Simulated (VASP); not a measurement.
Here is a VASP 6.6.1 calculation.

Contents of INCAR:

```
PREC = Accurate
ENCUT = 520
EDIFF = 1E-6
ISMEAR = 0
SIGMA = 0.1
LREAL = False
LASPH = True
NELM = 80
ALGO = Normal
ISIF = 2
LWAVE = False
LCHARG = False
GGA = PE
NBANDS = 26
```

The input KPOINTS:

```
Automatic mesh
0
Gamma
  12 12 10
```

Contents of POSCAR:

```
Si5Ge
1.0
    4.9097235908     -0.0000000029      0.0000000000
   -2.4548617929      4.2519453566      0.0000000000
    0.0000000000      0.0000000000      4.4358314861
Si Ge
5 1
Direct
    0.3640533221      0.3640533221      0.0000000000
    0.0000000000      0.6359466779      0.0000000000
    0.6359466779      0.0000000000      0.0000000000
    0.6666666667      0.3333333333      0.5000000000
    0.3333333333      0.6666666667      0.5000000000
    0.0000000000      0.0000000000      0.5000000000
```

Potentials or basis: VASP PAW PBE potentials, release 64 (Si, Ge_d).

The run is started by

```console
$ cat potpaw_PBE.64/Si/POTCAR potpaw_PBE.64/Ge_d/POTCAR > POTCAR
$ mpirun -np 1 vasp_std > vasp.out
```

Question: Predict the band gap on the k mesh.

Answer: Zero (bands 17 and 18 overlap by 4.51 eV).

Question: Estimate the pressure.

Answer: 0.0 GPa.

Question: Predict the largest force.

Answer: 0.003 eV/Å.

Forces on the atoms (eV/Å):
```
Si   0.002  0.003  0.000
Si   0.002 -0.003  0.000
Si  -0.003  0.000  0.000
Si   0.000  0.000  0.000
Si   0.000  0.000  0.000
Ge   0.000  0.000  0.000
```
